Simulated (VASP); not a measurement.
# Si (I4_1/amd) in VASP: notebook

Si is run at these levels: PBE; tasks: single point.

All numbers are computed with VASP 6.6.1; they aren't measurements. Logs are shortened: lines on timing, memory, paths and dates and some standing lists are left out, and cuts for length are marked.

### Step 1. The cell of the first run

The structure is tetragonal, space group I4_1/amd (No. 141). Conventional cell: a = 3.732 Å, b = 3.732 Å, c = 5.853 Å, α = 90.00°, β = 90.00°, γ = 90.00°. Within 3.1 Å of Si (site symmetry -4m2) lie 4 Si at 2.37 Å.

### Step 2. Single point, PBE

INCAR

```
SYSTEM = Si
ALGO = Normal ; EDIFF = 1E-7
ENCUT = 520 ; GGA = PE
ISIF = 2 ; ISMEAR = 0
LASPH = .True. ; LCHARG = .True.
LELF = .True. ; LREAL = .False.
LVHAR = .True. ; LWAVE = .False.
NBANDS = 11 ; NELM = 100
PREC = Accurate ; SIGMA = 0.05
```

KPOINTS

```
k-points
0
Gamma
  8 8 8
  0 0 0
```

POSCAR

```
Si
1.0
    0.0000000000      2.6391603742      2.9263229020
    2.6391603742      0.0000000000      2.9263229020
    2.6391603742      2.6391603742      0.0000000000
Si
2
Direct
    0.5000000000      0.5000000000      0.5000000000
    0.7500000000      0.7500000000      0.7500000000
```

Potentials or basis: VASP PAW PBE potentials, release 64 (Si).

Launch:

```console
> cat potpaw_PBE.64/Si/POTCAR > POTCAR
> mpirun -np 1 vasp_std > vasp.out
```

OUTCAR:

```text
SYSTEM = Si
   EDIFF = 1E-7
   ENCUT = 520
   GGA = PE
   ISIF = 2
   ISMEAR = 0
   LASPH = .True.
   LREAL = .False.
   NELM = 100
   PREC = Accurate

 ion  position               nearest neighbor table
   1  0.500  0.500  0.500-   2 2.37   2 2.37   2 2.37   2 2.37
   2  0.750  0.750  0.750-   1 2.37   1 2.37   1 2.37   1 2.37

  LATTYP: Found a body centered tetragonal cell.
 ALAT       =     3.7323363945
 C/A-ratio  =     1.5680917220

  Lattice vectors:

 A1 = (  -2.6391603742,   0.0000000000,   2.9263229020)
 A2 = (   2.6391603742,   0.0000000000,   2.9263229020)
 A3 = (   0.0000000000,   2.6391603742,  -2.9263229020)

Analysis of symmetry for initial positions (statically):
=====================================================================
 Subroutine PRICEL returns:
 Original cell was already a primitive cell.

 Routine SETGRP: Setting up the symmetry group for a
 body centered tetragonal supercell.

 Subroutine GETGRP returns: Found 16 space group operations
 (whereof  8 operations were pure point group operations)
 out of a pool of 16 trial point group operations.

The static configuration has the point symmetry D_2d.
 The point group associated with its full space group is D_4h.

Analysis of symmetry for dynamics (positions and initial velocities):
=====================================================================
 Subroutine PRICEL returns:
 Original cell was already a primitive cell.

 Routine SETGRP: Setting up the symmetry group for a
 body centered tetragonal supercell.

 Subroutine GETGRP returns: Found 16 space group operations
 (whereof  8 operations were pure point group operations)
 out of a pool of 16 trial point group operations.

The dynamic configuration has the point symmetry D_2d.
 The point group associated with its full space group is D_4h.

 Subroutine INISYM returns: Found 16 space group operations
 (whereof  8 operations are pure point group operations),
 and found     1 'primitive' translations

----------------------------------------------------------------------------------------

                                     Primitive cell

  volume of cell :      40.7647

  direct lattice vectors                    reciprocal lattice vectors
     0.000000000  2.639160374  2.926322902    -0.189454193  0.189454193  0.170862894
     2.639160374  0.000000000  2.926322902     0.189454193 -0.189454193  0.170862894
     2.639160374  2.639160374  0.000000000     0.189454193  0.189454193 -0.170862894

  length of vectors
     3.940625992  3.940625992  3.732336394     0.317773365  0.317773365  0.317773365

  position of ions in fractional coordinates (direct lattice)
     0.500000000  0.500000000  0.500000000
     0.750000000  0.750000000  0.750000000

  ion indices of the primitive-cell ions
   primitive index   ion index
                 1           1
                 2           2

----------------------------------------------------------------------------------------

 KPOINTS: k-points

Automatic generation of k-mesh.
 Grid dimensions read from file:
 generate k-points for:    8    8    8

 Generating k-lattice:

  Cartesian coordinates                     Fractional coordinates (reciprocal lattice)
    -0.023681774  0.023681774  0.021357862     0.125000000  0.000000000  0.000000000
     0.023681774 -0.023681774  0.021357862     0.000000000  0.125000000  0.000000000
     0.023681774  0.023681774 -0.021357862     0.000000000  0.000000000  0.125000000

  Length of vectors
     0.039721671  0.039721671  0.039721671

  Shift w.r.t. Gamma in fractional coordinates (k-lattice)
     0.000000000  0.000000000  0.000000000

 Subroutine IBZKPT returns following result:
 ===========================================

 Found     59 irreducible k-points:

 Following reciprocal coordinates:
            Coordinates               Weight
  0.000000  0.000000  0.000000      1.000000
  0.125000  0.000000  0.000000      8.000000
  0.250000  0.000000  0.000000      8.000000
  0.375000 -0.000000  0.000000      8.000000
  0.500000  0.000000  0.000000      4.000000
  0.125000  0.125000  0.000000      2.000000
[... 16 lines left out ...]
  0.250000  0.000000  0.125000     16.000000
  0.375000  0.000000  0.125000     16.000000
 [... further k-points ...]
   k-points           NKPTS =     59   k-points in BZ     NKDIM =     59   number of bands    NBANDS=     11
   number of dos      NEDOS =    301   number of ions     NIONS =      2
   total plane-waves  NPLWV =  25200
   dimension x,y,z NGX =    30 NGY =   30 NGZ =   28
   dimension x,y,z NGXF=    60 NGYF=   60 NGZF=   56
   ions per type =               2
   NGX,Y,Z   is equivalent  to a cutoff of  12.66, 12.66, 12.47 a.u.
   NGXF,Y,Z  is equivalent  to a cutoff of  25.31, 25.31, 24.94 a.u.
 SYSTEM =  Si
   PREC   = accura    normal or accurate (medium, high low for compatibility)
   ISTART =      0    job   : 0-new  1-cont  2-samecut
   ICHARG =      2    charge: 1-file 2-atom 10-const
   ISPIN  =      1    spin polarized calculation?
   LNONCOLLINEAR =      F non collinear calculations
   LSORBIT =      F    spin-orbit coupling
   LASPH  =      T    aspherical Exc in radial PAW
   ENCUT  =  520.0 eV  38.22 Ry    6.18 a.u.   7.33  7.33  6.94*2*pi/ulx,y,z
   NELM   =    100;   NELMIN=  2; NELMDL= -5     # of ELM steps
   EDIFF  = 0.1E-06   stopping-criterion for ELM
   LREAL  =      F    real-space projection
   EDIFFG = 0.1E-05   stopping-criterion for IOM
   NSW    =      0    number of steps for IOM
   IBRION =     -1    ionic relax: 0-MD 1-quasi-New 2-CG
   NFREE  =      0    steps in history (QN), initial steepest desc. (CG)
   ISIF   =      2    stress and relaxation
   ISYM   =      2    0-nonsym 1-usesym 2-fastsym
   POTIM  = 0.5000    time-step for ionic-motion
   TEBEG  =    0.0;   TEEND  =   0.0 temperature during run
   PSTRESS=    0.0 pullay stress
   NELECT =       8.0000    total number of electrons
   NUPDOWN=      -1.0000    fix difference up-down
   EMIN   =  10.00;   EMAX   =-10.00  energy-range for DOS
   EFERMI =   0.00;   METHOD = LEGACY
   ISMEAR =     0;   SIGMA  =   0.05  broadening in eV -4-tet -1-fermi 0-gaus
   EFERMI_NEDOS =   21; number of points for ismear=-14 and -15
   IALGO  =     38    algorithm
   IMIX   =      4    mixing-type and parameters
     AMIX     =   0.40;   BMIX     =  1.00
     AMIX_MAG =   1.60;   BMIX_MAG =  1.00
  volume/ion in A,a.u.               =      20.38       137.55
  Fermi-wavevector in a.u.,A,eV,Ry     =   0.951357  1.797804 12.314365  0.905080
  Thomas-Fermi vector in A             =   2.079820
   LORBIT       =      0    0 simple, 1 ext, 2 COOP (PROOUT), +10 PAW based schemes
   GGA     = PE    functional components
   LHFCALC =     F    Hartree Fock is set to
   AEXX    =    0.0000 exact exchange contribution
   IVDW    =     0    specifies the selected vdW correction
   LEPSILON=     F    determine dielectric tensor
   LRPA    =     F    only Hartree local field effects (RPA)
 non-spin polarized calculation
 Gauss-broadening in eV      SIGMA  =   0.05
  energy-cutoff  :      520.00
  volume of cell :       40.76
 maximum number of plane-waves:      1114
 NGX is ok and might be reduce to    30
   NGX = 15   NGY = 15   NGZ = 13

 number of electron       8.0000000 magnetization

 Free energy of the ion-electron system (eV)
  ---------------------------------------------------
  ext. energy  EPLUGINS =         0.00000000
  ---------------------------------------------------
  free energy    TOTEN  =       -10.74876812 eV

  energy without entropy =      -10.74860920  energy(sigma->0) =      -10.74868866

 E-fermi :   5.9762     XC(G=0):  -9.3507

 val. band max:        5.9431269619   @ k =   0.0000   0.0000   0.0000
 cond. band min:       6.0241729044   @ k =   0.3750   0.0000   0.3750
 fundamental gap:      0.0810459426
 Fermi energy:         5.9761974617

 k-point     1 :       0.0000    0.0000    0.0000
  band No.  band energies     occupation
      1      -6.1727      2.00000
      2       5.1257      2.00000
      3       5.9431      1.65041
      4       5.9431      1.65040
      5       8.1464      0.00000
      6       8.1464      0.00000
      7       8.5096      0.00000
      8       8.6413      0.00000
      9      12.4455      0.00000
     10      13.5575      0.00000
     11      14.3381      0.00000

 k-point     2 :       0.1250    0.0000    0.0000
  band No.  band energies     occupation
      1      -5.9705      2.00000
      2       4.0083      2.00000
      3       5.1386      2.00000
      4       5.7032      2.00000
      5       7.9603      0.00000
      6       8.5806      0.00000
      7       8.8546      0.00000
      8      10.0668      0.00000
      9      12.2257      0.00000
     10      13.6723      0.00000
     11      14.3286      0.00000

 k-point     3 :       0.2500    0.0000    0.0000
  band No.  band energies     occupation
      1      -5.3812      2.00000
      2       1.7720      2.00000
      3       4.5282      2.00000
      4       5.3307      2.00000
      5       7.3780      0.00000
      6       9.2211      0.00000
      7       9.2808      0.00000
      8      11.9809      0.00000
      9      12.9826      0.00000
     10      13.1641      0.00000
     11      14.8072      0.00000

 k-point     4 :       0.3750   -0.0000    0.0000
  band No.  band energies     occupation
      1      -4.4981      2.00000
      2      -0.2116      2.00000
      3       4.1197      2.00000
      4       5.0887      2.00000
      5       6.9273      0.00000
      6       9.1280      0.00000
      7       9.4674      0.00000
      8      13.5618      0.00000
      9      14.0245      0.00000
     10      14.0281      0.00000
     11      15.6964      0.00000
[... 239 lines left out ...]
 k-point    22 :       0.1250    0.0000    0.1250
  band No.  band energies     occupation
      1      -5.8868      2.00000
      2       4.4849      2.00000
      3       4.5437      2.00000
      4       4.9906      2.00000
      5       7.5295      0.00000
      6       8.9711      0.00000
      7       9.6608      0.00000
      8       9.8477      0.00000
      9      12.7313      0.00000
     10      13.2214      0.00000
     11      14.7415      0.00000

 k-point    23 :       0.2500    0.0000    0.1250
  band No.  band energies     occupation
      1      -5.4082      2.00000
      2       2.4815      2.00000
      3       4.0946      2.00000
      4       4.6623      2.00000
      5       7.5564      0.00000
      6       9.0099      0.00000
      7      10.2101      0.00000
      8      10.6236      0.00000
      9      13.0310      0.00000
     10      13.8437      0.00000
     11      15.6588      0.00000

 k-point    24 :       0.3750    0.0000    0.1250
  band No.  band energies     occupation
      1      -4.5927      2.00000
      2       0.4124      2.00000
      3       3.6746      2.00000
      4       4.2900      2.00000
      5       7.5186      0.00000
      6       9.2379      0.00000
      7      10.3701      0.00000
      8      10.8994      0.00000
      9      14.5377      0.00000
     10      15.0715      0.00000
     11      16.1943      0.00000

 [... further k-points ...]
[... 5 lines left out ...]
  --------------------------------------------------------------------------------------
  -------------------------------------------------------------------------------------
  Total        0.9815957      0.9815957     -1.9729326      0.0000000      0.0000000      0.0000000
  in kB       38.5797511     38.5797511    -77.5423605      0.0000000      0.0000000      0.0000000
  external PRESSURE =      -0.1276194 kB  Pullay stress =       0.0000000 kB

 VOLUME and BASIS-vectors are now :
 -----------------------------------------------------------------------------
  energy-cutoff  :      520.00
  volume of cell :       40.76
      direct lattice vectors                 reciprocal lattice vectors
     0.000000000  2.639160374  2.926322902    -0.189454193  0.189454193  0.170862894
     2.639160374  0.000000000  2.926322902     0.189454193 -0.189454193  0.170862894
     2.639160374  2.639160374  0.000000000     0.189454193  0.189454193 -0.170862894

 POSITION                                       TOTAL-FORCE (eV/Angst)
 -----------------------------------------------------------------------------------
      2.63916      2.63916      2.92632         0.000000      0.000000      0.000000
      3.95874      3.95874      4.38948        -0.000000     -0.000000     -0.000000
 -----------------------------------------------------------------------------------
    total drift:                               -0.000000     -0.000000     -0.000000

  FREE ENERGIE OF THE ION-ELECTRON SYSTEM (eV)
  ---------------------------------------------------
  free  energy   TOTEN  =       -10.7487681233 eV

  energy  without entropy=      -10.7486092036  energy(sigma->0) =      -10.74868866
```

Wall time 15 s (1 thread of AMD EPYC 9R45 (Zen 5), shared host); peak memory 0.13 GiB.

Results:

```
Free energy            : -10.7488 eV
Pressure               : 0.0 GPa
Band gap on the k mesh : 0.08 eV (least direct gap 1.76 eV)
```

Caveat: the cell differs from its parent crystal (strain +e along x and -e along y +0.0000, strain +e along z and -e/2 along x and y +0.0700); the stress differs along the axes, from -8 to 4 GPa; semilocal functionals underestimate gaps, and a narrow one can read as zero.

[end of part 1 of 2]

The gap in the log of VASP goes by the Fermi energy; the results here count the filled bands.